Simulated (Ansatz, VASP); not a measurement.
PbS: VASP beside Ansatz

The input INCAR:

```
ALGO = Normal
EDIFF = 1E-7
ENCUT = 520
GGA = PE
ISIF = 2
ISMEAR = -1
LASPH = True
LCHARG = True
LELF = True
LREAL = False
LVHAR = True
LWAVE = False
NBANDS = 28
NELM = 60
PREC = Accurate
SIGMA = 0.02
```

KPOINTS

```
k-points
0
Gamma
  6 6 4
```

File POSCAR:

```
PbS
1.0
    4.1951389263      0.0000000000      0.0000000000
   -2.0975694632      3.6330968826      0.0000000000
    0.0000000000      0.0000000000      7.4324511542
Pb S
2 2
Direct
    0.0000000000      0.0000000000      0.0000000000
    0.0000000000      0.0000000000      0.5000000000
    0.3333333333      0.6666666667      0.2500000000
    0.6666666667      0.3333333333      0.7500000000
```

Input for Ansatz:

```yaml
crystal:
  lattice:
    - [4.1951389263, 0.0, 0.0]
    - [-2.0975694632, 3.6330968826, 0.0]
    - [0.0, 0.0, 7.4324511542]
  atoms:
    - { symbol: Pb, position: [0.0, 0.0, 0.0] }
    - { symbol: Pb, position: [0.0, 0.0, 0.5] }
    - { symbol: S, position: [0.3333333333, 0.6666666667, 0.25] }
    - { symbol: S, position: [0.6666666667, 0.3333333333, 0.75] }
kpoints:
  mp_grid: { grid: [6, 6, 4] }
hamiltonian:
  xc: pbe
scf:
  occupations: { method: fermi_dirac, width: 0.02 }
  n_extra_bands: 5
output:
  forces: true
  stress: true
  eigenvalues: true
```

Alike in both runs: task single point; functional PBE; k mesh 6 × 6 × 4; occupations fermi-dirac, width 0.02 eV; no spin polarisation.

|  | VASP | Ansatz |
| --- | --- | --- |
| version | VASP 6.6.1 | Ansatz 0.2.0 |
| potentials or method | VASP PAW PBE potentials, release 64 (Pb_d, S) | plane waves, PAW |
| plane-wave cutoff (eV) | 520 | 420 |
| valence electrons in the cell | 40 | 40 |

```tsv
	VASP	Ansatz	Ansatz less VASP
pressure (GPa)	-1.5	-1.4	+0.06
traceless stress, the component that is largest in VASP (GPa)	-0.23	-0.23	+0.003
```

The functional is the same, so the differences come from potentials, cutoffs and numerics.

Spin-orbit coupling is off throughout.
